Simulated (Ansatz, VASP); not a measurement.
# KTaO2 in VASP and in Ansatz

```
K Ta O
1.0
     6.18417    0.00000    0.00000
    -3.09208    5.35564    0.00000
     0.00000    0.00000    5.11132
K Ta O
1 1 2
Direct
  0.66667 0.33333 0.50000
  0.33333 0.66667 0.50000
  0.33333 0.66667 0.86755
  0.33333 0.66667 0.13245
```

Alike in both runs: functional PBE; k mesh 6 × 6 × 4; occupations gaussian, width 0.1 eV; no spin polarisation.

Ansatz relaxed the structure, and its values are those at the end. VASP's run is a single point on that final structure, the one shown.

```csv
,VASP,Ansatz
version,VASP 6.6.1,Ansatz 0.2.0
potentials or method,"VASP PAW PBE potentials, release 64 (K_sv, Ta_pv, O), cutoff 520 eV","scalar-relativistic, plane waves, PAW"
valence electrons in the cell,32,34
```

```csv
,VASP,Ansatz,Ansatz less VASP
gap on the k mesh at the Fermi level (eV),none,none,-
pressure (GPa),0.1,0.0,-0.11
rms of the force components (eV/Å),0.075,0.002,-0.0735
```

A gap of «none» marks a metal or a gap that the smearing closes. VASP's potentials hold 32 valence electrons a cell and Ansatz's 34, so a difference there can come from the potentials and not from the codes.

Spin-orbit coupling is off throughout.
